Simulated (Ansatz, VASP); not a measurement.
## K2SiB2 in VASP and in Ansatz

The input INCAR:

```
SYSTEM = K2SiB2
ALGO     = Normal         ! electronic algorithm
EDIFF    = 1E-7           ! SCF threshold, eV
ENCUT    = 520            ! plane-wave cutoff, eV
GGA      = PE             ! functional
ISIF     = 2              ! what is computed and relaxed
ISMEAR   = 0              ! smearing method
LASPH    = .True.         ! aspherical terms in the spheres
LCHARG   = .False.        ! write CHGCAR
LREAL    = .False.        ! projectors in reciprocal space
LWAVE    = .False.        ! write WAVECAR
NBANDS   = 22             ! bands
NELM     = 60             ! most SCF steps
PREC     = Accurate       ! precision mode
SIGMA    = 0.1            ! smearing width, eV
```

The input KPOINTS:

```
k-points
0
Gamma
  4 4 4
  0 0 0
```

Contents of POSCAR:

```
K2SiB2
1.0
   -2.5216799400      3.2923475400      3.7781365400
    2.5216799400     -3.2923475400      3.7781365400
    2.5216799400      3.2923475400     -3.7781365400
K Si B
2 1 2
Direct
    0.2654493600      0.2654493600      0.0000000000
    0.7345506400      0.7345506400      0.0000000000
    0.5000000000      0.0000000000      0.5000000000
    0.1562541600      0.0000000000      0.1562541600
    0.8437458400      0.0000000000      0.8437458400
```

Input for Ansatz:

```yaml
crystal:
  lattice:
    - [-2.52167994, 3.29234754, 3.77813654]
    - [2.52167994, -3.29234754, 3.77813654]
    - [2.52167994, 3.29234754, -3.77813654]
  atoms:
    - { symbol: K, position: [0.26544936, 0.26544936, 0.0] }
    - { symbol: K, position: [0.73455064, 0.73455064, 0.0] }
    - { symbol: Si, position: [0.5, 0.0, 0.5] }
    - { symbol: B, position: [0.15625416, 0.0, 0.15625416] }
    - { symbol: B, position: [0.84374584, 0.0, 0.84374584] }
basis:
  ecutwfc: 420
kpoints:
  mp_grid: { grid: [4, 4, 4] }
hamiltonian:
  xc: pbe
scf:
  occupations: { method: gaussian, width: 0.1 }
  lower_state_search: "off"
output:
  forces: true
  stress: true
  eigenvalues: true
```

Alike in both runs: task single point; functional PBE; k mesh 4 × 4 × 4; occupations gaussian, width 0.1 eV; no spin polarisation.

|  | VASP | Ansatz |
| --- | --- | --- |
| version | VASP 6.6.1 | Ansatz 0.2.0 |
| potentials or method | VASP PAW PBE potentials, release 64 (K_sv, Si, B), cutoff 520 eV | scalar-relativistic, plane waves, PAW |
| valence electrons in the cell | 28 | 28 |

|  | VASP | Ansatz | Ansatz less VASP |
| --- | --- | --- | --- |
| gap on the k mesh at the Fermi level (eV) | none | none | - |
| pressure (GPa) | 5.7 | 5.6 | -0.18 |
| traceless stress, the component that is largest in VASP (GPa) | 22.39 | 22.15 | -0.232 |
| rms of the force components (eV/Å) | 1.542 | 1.513 | -0.0293 |

Atom by atom the forces differ by 0.030 eV/Å (rms over components). A gap of «none» marks a metal or a gap that the smearing closes.

The k mesh is coarse, so the values compare programs but aren't converged.
